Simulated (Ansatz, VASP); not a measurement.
**CdS3: VASP beside Ansatz**

```
Cd S
1.0
     2.84943    0.00000    0.00000
     0.00000    2.84943    0.00000
     0.00000    0.00000   11.56364
Cd S
1 3
Direct
  0.00000 0.00000 0.00000
  0.50000 0.50000 0.83072
  0.00000 0.00000 0.50000
  0.50000 0.50000 0.16928
```

Change from the starting cell: species swapped into the TlIn3 type (P4/mmm, No. 123).

Alike in both runs: functional PBE; k mesh 6 × 6 × 2; occupations gaussian, width 0.1 eV; no spin polarisation.

Ansatz relaxed the structure, and its values are those at the end. VASP's run is a single point on that final structure, the one shown.

|  | VASP | Ansatz |
| --- | --- | --- |
| version | VASP 6.6.1 | Ansatz 0.2.0 |
| potentials or method | VASP PAW PBE potentials, release 64 (Cd, S), cutoff 500 eV | scalar-relativistic, plane waves, PAW |
| valence electrons in the cell | 30 | 38 |

```tsv
	VASP	Ansatz	Ansatz less VASP
gap on the k mesh at the Fermi level (eV)	none	none	-
pressure (GPa)	0.3	0.1	-0.26
rms of the force components (eV/Å)	0.017	0.001	-0.0156
```

A gap of «none» marks a metal or a gap that the smearing closes. VASP's potentials hold 30 valence electrons a cell and Ansatz's 38, so a difference there can come from the potentials and not from the codes.

The k mesh is coarse, so the values compare programs but aren't converged.
